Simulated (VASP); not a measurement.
# GaP4 (P4/mmm) in VASP: further runs, part 2 of 2

VASP 6.6.1. The steps go on from the part before.

### 4 Single point, PBE

This run uses another cell than the first one, of 20.13 Å³/atom, 1.220 times its volume.

The input, INCAR:

```
PREC     = Accurate       # precision mode
ENCUT    = 520            # plane-wave cutoff, eV
EDIFF    = 1E-6           # SCF threshold, eV
ISMEAR   = 0              # smearing method
SIGMA    = 0.1            # smearing width, eV
LREAL    = F              # projectors in reciprocal space
LASPH    = T              # aspherical terms in the spheres
NELM     = 100            # most SCF steps
ALGO     = Normal         # electronic algorithm
ISIF     = 2              # what is computed and relaxed
LWAVE    = F              # write WAVECAR
LCHARG   = F              # write CHGCAR
GGA      = PE             # functional
NBANDS   = 24             # bands
```

The input, KPOINTS:

```
regular mesh
0
Gamma
  4 4 4
```

The input, POSCAR:

```
GaP4
1.0
    4.8320610900      0.0000000000      0.0000000000
    0.0000000000      4.8320610900      0.0000000000
    0.0000000000      0.0000000000      4.3112588300
Ga P
1 4
Direct
    0.0000000000      0.0000000000      0.0000000000
    0.7935509600      0.5000000000      0.0000000000
    0.2064490400      0.5000000000      0.0000000000
    0.5000000000      0.7935509600      0.0000000000
    0.5000000000      0.2064490400      0.0000000000
```

The run is started by

```bash
cat potpaw_PBE.64/Ga_d/POTCAR potpaw_PBE.64/P/POTCAR > POTCAR
mpirun -np 1 vasp_std > vasp.out
```

Wall time 70 s (1 thread of AMD EPYC, shared host); peak memory 0.17 GiB.

It converged, with:

```yaml
Free_energy: -18.2827 eV
Pressure: 26.6 GPa
Largest_force: 1.184 eV/Å
```

Forces in eV/Å, atoms in the order of the input:
```
Ga   0.000  0.000  0.000
P    1.184  0.000  0.000
P   -1.184  0.000  0.000
P    0.000  1.184  0.000
P    0.000 -1.184  0.000
```

Stress tensor (GPa, compression positive):
```
40.63  0.00  0.00
 0.00 40.63  0.00
 0.00  0.00 -1.35
```

Levels at points of the mesh, in eV from the Fermi level:
```tsv
k point	band 14	band 15	band 16	band 17	band 18	band 19
(0.00, 0.00, 0.00)	-2.85	-2.85	-0.99	-0.07	-0.07	1.33
(0.50, 0.00, 0.00)	-3.56	-1.90	0.13	1.08	1.71	2.33
(0.50, 0.50, 0.00)	-3.17	-1.37	-1.12	-1.05	0.40	1.07
(0.00, 0.00, 0.50)	-2.74	-2.74	-1.84	-0.93	-0.93	0.70
(0.50, 0.00, 0.50)	-4.59	-1.76	-0.66	0.25	1.44	1.80
(0.50, 0.50, 0.50)	-4.13	-1.22	-0.99	-0.97	-0.71	0.47
```

Caveat: the k points lie up to 0.36 Å⁻¹ apart; forces of over 1 eV/Å act on the atoms, so gaps and moduli don't describe the material at rest.

### 5 Single point, PBE

This run uses another cell than the first one, of 16.69 Å³/atom, 1.011 times its volume.

The input, INCAR:

```
SYSTEM = GaP4
ALGO = Normal ; EDIFF = 1E-7
ENCUT = 520 ; GGA = PE
ISIF = 2 ; ISMEAR = 0
LASPH = .TRUE. ; LCHARG = .TRUE.
LELF = .TRUE. ; LREAL = .FALSE.
LVHAR = .TRUE. ; LWAVE = .FALSE.
NBANDS = 24 ; NELM = 80
PREC = Accurate ; SIGMA = 0.1
```

The input, KPOINTS:

```
k-points
0
G
  4 4 6
  0 0 0
```

The input, POSCAR:

```
GaP4
1.0
    5.8702636604      0.0000000000      0.0000000000
    0.0000000000      5.8702636604      0.0000000000
    0.0000000000      0.0000000000      2.4217931251
Ga P
1 4
Direct
    0.0000000000      0.0000000000      0.0000000000
    0.7954363727      0.5000000000      0.0000000000
    0.2045636273      0.5000000000      0.0000000000
    0.5000000000      0.7954363727      0.0000000000
    0.5000000000      0.2045636273      0.0000000000
```

Potentials or basis: VASP PAW PBE potentials, release 64 (Ga_d, P).

The run is started by

```bash
cat potpaw_PBE.64/Ga_d/POTCAR potpaw_PBE.64/P/POTCAR > POTCAR
mpirun -np 1 vasp_std > vasp.out
```

OUTCAR:

```text
SYSTEM = GaP4
   EDIFF = 1E-7
   ENCUT = 520
   GGA = PE
   ISIF = 2
   ISMEAR = 0
   LASPH = .TRUE.
   LREAL = .FALSE.
   NELM = 80
   PREC = Accurate

 ion  position               nearest neighbor table
   1  0.000  0.000  0.000-
   2  0.795  0.500  0.000-   3 2.40   4 2.45   5 2.45
   3  0.205  0.500  0.000-   2 2.40   4 2.45   5 2.45
   4  0.500  0.795  0.000-   5 2.40   3 2.45   2 2.45
   5  0.500  0.205  0.000-   4 2.40   3 2.45   2 2.45
[... 849 lines left out ...]
  Direction    XX          YY          ZZ          XY          YZ          ZX
  --------------------------------------------------------------------------------------
  -------------------------------------------------------------------------------------
  Total       -0.1054888     -0.1054888     -0.0749919      0.0000000      0.0000000      0.0000000
  in kB       -2.0251840     -2.0251840     -1.4397022      0.0000000      0.0000000      0.0000000
  external PRESSURE =      -1.8300234 kB  Pullay stress =       0.0000000 kB

 VOLUME and BASIS-vectors are now :
 -----------------------------------------------------------------------------
  energy-cutoff  :      520.00
  volume of cell :       83.45
      direct lattice vectors                 reciprocal lattice vectors
     5.870263660  0.000000000  0.000000000     0.170350100  0.000000000  0.000000000
     0.000000000  5.870263660  0.000000000     0.000000000  0.170350100  0.000000000
     0.000000000  0.000000000  2.421793125     0.000000000  0.000000000  0.412917185

 POSITION                                       TOTAL-FORCE (eV/Angst)
 -----------------------------------------------------------------------------------
      0.00000      0.00000      0.00000         0.000000      0.000000      0.000000
      4.66942      2.93513      0.00000         0.005597      0.000000      0.000000
      1.20084      2.93513      0.00000        -0.005597     -0.000000      0.000000
      2.93513      4.66942      0.00000         0.000000      0.005597      0.000000
      2.93513      1.20084      0.00000         0.000000     -0.005597      0.000000
 -----------------------------------------------------------------------------------
    total drift:                               -0.000000      0.000000      0.000000

  FREE ENERGIE OF THE ION-ELECTRON SYSTEM (eV)
  ---------------------------------------------------
  free  energy   TOTEN  =       -23.1838159069 eV

  energy  without entropy=      -23.1760622509  energy(sigma->0) =      -23.17993908
```

OSZICAR:

```text
N       E                     dE             d eps       ncg     rms          rms(c)
DAV:   1     0.203660282817E+03    0.20366E+03   -0.14534E+04  1232   0.161E+03
DAV:   2     0.106895229442E+01   -0.20259E+03   -0.18979E+03  1240   0.407E+02
DAV:   3    -0.224202324333E+02   -0.23489E+02   -0.22392E+02  1504   0.990E+01
DAV:   4    -0.232021147141E+02   -0.78188E+00   -0.77775E+00  1408   0.188E+01
DAV:   5    -0.232261986885E+02   -0.24084E-01   -0.24075E-01  1528   0.309E+00    0.938E+00
DAV:   6    -0.231977509027E+02    0.28448E-01   -0.40332E-02  1616   0.260E+00    0.548E+00
DAV:   7    -0.231833274035E+02    0.14423E-01   -0.38150E-02  1592   0.161E+00    0.152E-01
DAV:   8    -0.231837039119E+02   -0.37651E-03   -0.51997E-03  1440   0.739E-01    0.845E-02
DAV:   9    -0.231838001436E+02   -0.96232E-04   -0.35667E-04  1600   0.157E-01    0.476E-02
DAV:  10    -0.231838161063E+02   -0.15963E-04   -0.40533E-05  1448   0.539E-02    0.125E-02
DAV:  11    -0.231838160356E+02    0.70670E-07   -0.42494E-06  1600   0.156E-02    0.953E-03
DAV:  12    -0.231838159298E+02    0.10582E-06   -0.58984E-07  1432   0.497E-03    0.197E-03
DAV:  13    -0.231838159069E+02    0.22821E-07   -0.42922E-08   984   0.290E-03
   1 F= -.23183816E+02 E0= -.23179939E+02  d E =-.775366E-02
```

Run time: 82 s. Hardware: 1 thread of AMD EPYC, shared host; peak memory 0.18 GiB.

What came out:

| Property | Result |
| --- | --- |
| Free energy | -23.1838 eV |
| Pressure | -0.2 GPa |
| Largest force | 0.006 eV/Å |

Forces in eV/Å, atoms in the order of the input:
```
Ga   0.000  0.000  0.000
P    0.006  0.000  0.000
P   -0.006  0.000  0.000
P    0.000  0.006  0.000
P    0.000 -0.006  0.000
```

Levels at points of the mesh, in eV from the Fermi level:
```csv
k point,band 15,band 16,band 17,band 18,band 19,band 20
"(0.00, 0.00, 0.00)",-0.43,0.24,0.24,3.11,4.24,4.78
"(0.50, 0.00, 0.00)",-1.09,-0.44,0.16,1.87,2.27,3.17
"(0.50, 0.50, 0.00)",-1.57,-1.57,-1.51,2.74,2.74,5.76
"(0.00, 0.00, 0.50)",-2.22,-1.44,-0.35,-0.16,-0.16,1.82
"(0.50, 0.00, 0.50)",-3.07,-1.44,-1.36,-0.94,2.33,2.48
"(0.50, 0.50, 0.50)",-2.73,-2.73,-2.00,0.94,1.11,2.12
```

Caveat: the k points lie up to 0.43 Å⁻¹ apart.

### 6 Single point, PBE

The input, INCAR:

```
PREC = Accurate
ENCUT = 520
EDIFF = 1E-7
ISMEAR = 0
SIGMA = 0.1
LREAL = False
LASPH = True
NELM = 100
ALGO = Normal
ISIF = 2
LWAVE = False
LCHARG = False
GGA = PE
NBANDS = 24
```

The input, KPOINTS:

```
Automatic mesh
0
Gamma
  6 6 16
```

The input, POSCAR:

```
GaP4
1.0
    5.7742201765      0.0000000000      0.0000000000
    0.0000000000      5.7742201765      0.0000000000
    0.0000000000      0.0000000000      2.4755085960
Ga P
1 4
Direct
    0.0000000000      0.0000000000      0.0000000000
    0.7952683859      0.5000000000      0.0000000000
    0.2047316141      0.5000000000      0.0000000000
    0.5000000000      0.7952683859      0.0000000000
    0.5000000000      0.2047316141      0.0000000000
```

Potentials or basis: VASP PAW PBE potentials, release 64 (Ga_d, P).

The run is started by

```bash
cat potpaw_PBE.64/Ga_d/POTCAR potpaw_PBE.64/P/POTCAR > POTCAR
mpirun -np 1 vasp_std > vasp.out
```

Run time: 4.5 min. Hardware: 1 thread of AMD EPYC, shared host; peak memory 0.26 GiB.

Results (log left out):

- Free energy: -23.1686 eV
- Pressure: -0.1 GPa
- Largest force: 0.012 eV/Å

Forces on the atoms (eV/Å):
```
Ga   0.000  0.000  0.000
P   -0.012  0.000  0.000
P    0.012  0.000  0.000
P    0.000 -0.012  0.000
P    0.000  0.012  0.000
```

Levels at points of the mesh, in eV from the Fermi level:
| k point | band 14 | band 15 | band 16 | band 17 | band 18 | band 19 | band 20 | band 21 |
| --- | --- | --- | --- | --- | --- | --- | --- | --- |
| (0.00, 0.00, 0.00) | -4.43 | 0.16 | 0.59 | 0.59 | 3.70 | 4.44 | 4.90 | 5.27 |
| (0.50, 0.00, 0.00) | -1.32 | -0.76 | -0.26 | 0.29 | 2.25 | 2.75 | 3.55 | 5.28 |
| (0.50, 0.50, 0.00) | -2.72 | -1.39 | -1.39 | -1.33 | 3.13 | 3.13 | 5.93 | 6.02 |
| (0.00, 0.00, 0.50) | -4.82 | -2.50 | -1.58 | -0.78 | -0.38 | -0.38 | 1.93 | 3.93 |
| (0.50, 0.00, 0.50) | -3.54 | -3.37 | -1.78 | -1.56 | -0.97 | 2.42 | 2.43 | 3.12 |
| (0.50, 0.50, 0.50) | -2.97 | -2.93 | -2.57 | -2.21 | 0.65 | 0.98 | 1.98 | 2.91 |

### 7 Summary

```csv
task,cell,k mesh,cutoff (eV),gap on the mesh (eV),pressure (GPa),largest force (eV/Å)
relaxation of cell and atoms,"relaxed from a = 5.774, b = 5.774, c = 2.476 Å, 5 atoms",8 × 8 × 16,600,none,0.0,0.01
single point,"a = 5.643, b = 5.643, c = 2.583 Å, 5 atoms",4 × 4 × 4,520,none,-0.1,-
single point,"a = 4.832, b = 4.832, c = 4.311 Å, 5 atoms",4 × 4 × 4,520,none,26.6,1.18
single point,"a = 5.870, b = 5.870, c = 2.422 Å, 5 atoms",4 × 4 × 6,520,none,-0.2,0.01
single point,"a = 5.774, b = 5.774, c = 2.476 Å, 5 atoms",6 × 6 × 16,520,none,-0.1,0.01
```

Alike in all rows: level PBE; potentials or basis VASP PAW PBE potentials, release 64 (Ga_d, P); no spin polarisation; smearing gaussian 0.1 eV.

Caveats: some runs use coarse meshes; forces of over 1 eV/Å act on the atoms, so gaps and moduli don't describe the material at rest (some runs).

Total energies depend on the potentials used, so only differences within one code and one set of settings carry meaning.
